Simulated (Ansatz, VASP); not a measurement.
# Two plane-wave programs on Be2Te

```xyz
3
Lattice="1.8802 1.0855 4.1299 -1.8802 1.0855 4.1299 0.0000 -2.1710 4.1299" Properties=species:S:1:pos:R:3 pbc="T T T"
Be    0.0000    0.0000    2.5723
Be    0.0000    0.0000    5.6087
Te    0.0000    0.0000    0.0792
```

Alike in both runs: task relaxation of cell and atoms; functional PBE; k mesh 12 × 12 × 12; occupations gaussian, width 0.1 eV; no spin polarisation.

```csv
,VASP,Ansatz
version,VASP 6.6.1,Ansatz 0.2.0
potentials or method,"VASP PAW PBE potentials, release 64 (Be, Te), cutoff 600 eV","scalar-relativistic, plane waves, PAW"
valence electrons in the cell,10,20
```

|  | VASP | Ansatz | Ansatz less VASP |
| --- | --- | --- | --- |
| gap on the k mesh at the Fermi level, each at its own relaxed structure (eV) | none | none | - |
| relaxed volume (Å³/atom) | 16.76 | 16.75 | -0.012 |
| relaxed cell length with the largest relative difference (Å) | 4.632 | 4.632 | -0.0006 |

A gap of «none» marks a metal or a gap that the smearing closes. VASP's potentials hold 10 valence electrons a cell and Ansatz's 20, so a difference there can come from the potentials and not from the codes.

Spin-orbit coupling is off throughout.
